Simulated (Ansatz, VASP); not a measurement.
Two plane-wave programs on WS

```
W S
1.0
     3.18852    0.00000    0.00000
    -1.59426    2.76134    0.00000
     0.00000    0.00000   31.95067
W S
2 2
Direct
  0.33333 0.66667 0.23495
  0.33333 0.66667 0.76505
  0.66667 0.33333 0.28279
  0.66667 0.33333 0.71721
```

Alike in both runs: functional PBE; k mesh 9 × 9 × 1; occupations gaussian, width 0.05 eV; no spin polarisation.

Ansatz relaxed the structure, and its values are those at the end. VASP's run is a single point on that final structure, the one shown.

|  | VASP | Ansatz |
| --- | --- | --- |
| version | VASP 6.6.1 | Ansatz 0.2.0 |
| potentials or method | VASP PAW PBE potentials, release 64 (W_sv, S), cutoff 520 eV | scalar-relativistic, plane waves, PAW |
| valence electrons in the cell | 40 | 40 |

```tsv
	VASP	Ansatz	Ansatz less VASP
gap on the k mesh at the Fermi level (eV)	0.41	0.41	-0.001
least direct gap on the mesh (eV)	0.75	0.74	-0.011
rms of the force components (eV/Å)	0.000	0.004	+0.0041
```

Ansatz's warnings: xc potential rough in thin density.

Spin-orbit coupling is off throughout.
